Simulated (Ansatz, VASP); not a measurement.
Se: VASP beside Ansatz

```
Se
1.0
     0.00000    2.16813    2.16813
     2.16813    0.00000    2.16813
     2.16813    2.16813    0.00000
Se
1
Direct
  0.00000 0.00000 0.00000
```

Alike in both runs: functional r2SCAN; k mesh 22 × 22 × 22; occupations gaussian, width 0.1 eV; no spin polarisation.

Ansatz relaxed the structure, and its values are those at the end. VASP's run is a single point on that final structure, the one shown.

|  | VASP | Ansatz |
| --- | --- | --- |
| version | VASP 6.6.1 | Ansatz 0.2.0 |
| potentials or method | VASP PAW PBE potentials, release 64 (Se), cutoff 520 eV | scalar-relativistic, plane waves, PAW |
| valence electrons in the cell | 6 | 16 |

Ansatz gave:

- gap on the k mesh at the Fermi level (eV): none
- pressure (GPa): 0.0

Task: What did VASP give for the same quantities?

Result: gap on the k mesh at the Fermi level (eV): none; pressure (GPa): -0.1.

VASP's potentials were made for PBE, not for r2SCAN. A gap of «none» marks a metal or a gap that the smearing closes. With one functional, cell and mesh, what is left measures potentials, basis and numerics. VASP's potentials hold 6 valence electrons a cell and Ansatz's 16, so a difference there can come from the potentials and not from the codes.
